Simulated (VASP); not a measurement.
Crystal: TiN.

```
CELL_PARAMETERS angstrom
0.00000 2.12200 2.12200
2.12200 0.00000 2.12200
2.12200 2.12200 0.00000
ATOMIC_POSITIONS crystal
Ti 0.00000 0.00000 0.00000
N 0.50000 0.50000 0.50000
```

- Program: VASP 6.6.1
- Task: relaxation of cell and atoms
- Functional: PBEsol
- Potentials or basis: VASP PAW PBE potentials, release 64 (Ti_sv, N)
- Cutoff: 600 eV
- k mesh: 18 × 18 × 18
- Occupations: gaussian, width 0.1 eV
- Spin: no spin polarisation

At the start: pressure -7.7 GPa; volume 9.56 Å³/atom.

Question: Where does the relaxation end?

Answer: Over 3 steps the energy falls by 6.3 meV/atom and the volume is 9.30 Å³/atom (-2.7 %); space group Fm-3m (No. 225, to 0.05 Å).

The path:
```csv
step,energy change (eV),largest force (eV/Å),pressure (GPa),volume (Å³)
1,0.0000,0.0000,-7.73,19.11
2,0.0162,0.0000,13.07,17.86
3,-0.0126,0.0000,-0.05,18.60
```

Final structure:
```
CELL_PARAMETERS angstrom
0.00000 2.10301 2.10301
2.10301 0.00000 2.10301
2.10301 2.10301 0.00000
ATOMIC_POSITIONS crystal
Ti 0.00000 0.00000 0.00000
N 0.50000 0.50000 0.50000
```

Caveat: the PAW data sets were made with another functional, which shifts forces and pressure a little.
